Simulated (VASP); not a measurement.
Sn2TeS3, 6 atoms in the cell. Symmetry: P4/mmm, No. 123, tetragonal system. The conventional cell has a = 3.947 Å, b = 3.947 Å, c = 12.497 Å, α = 90.00°, β = 90.00°, γ = 90.00°. Sn (site symmetry 4mm) has 8 S at 3.40 to 3.48 Å and 5 Sn at 3.95 to 4.16 Å and 1 Te at 4.17 Å within 4.5 Å. Te (site symmetry 4/mmm) has 8 S at 3.57 Å and 4 Te at 3.95 Å and 2 Sn at 4.17 Å within 4.7 Å. Within 4.5 Å of S (site symmetry 4mm) lie 4 Sn at 3.40 Å and 4 Te at 3.57 Å and 6 S at 3.95 to 4.47 Å. S (site symmetry 4/mmm) has 8 Sn at 3.48 Å and 6 S at 3.95 to 4.02 Å within 4.6 Å. 

* Program: VASP 6.6.1
* Task: relaxation of cell and atoms
* Functional: PBE
* Potentials or basis: VASP PAW PBE potentials, release 64 (Sn_d, Te, S)
* Cutoff: 600 eV
* k mesh: 4 × 4 × 2
* Occupations: gaussian, width 0.1 eV
* Spin: no spin polarisation
* Dipole correction: no
* Further INCAR settings: ALGO = Normal; EDIFF = 1e-06; IBRION = 2; EDIFFG = -0.04; NSW = 90; ISIF = 3

Potentials or basis: VASP PAW PBE potentials, release 64 (Sn_d, Te, S).

Command:

```bash
$ cat potpaw_PBE.64/Sn_d/POTCAR potpaw_PBE.64/Te/POTCAR potpaw_PBE.64/S/POTCAR > POTCAR
$ mpirun -np 1 vasp_std > vasp.out
```

Hardware: 1 thread of Intel(R) Xeon(R) 6975P-C (Granite Rapids), with other jobs on the host.

How long does it take, and how much memory?

It took 5.5 min on 1 thread of Intel(R) Xeon(R) 6975P-C (Granite Rapids), on a shared host, peak memory 0.39 GiB. Counts: scf iterations 97, k points 12, ion steps 11.
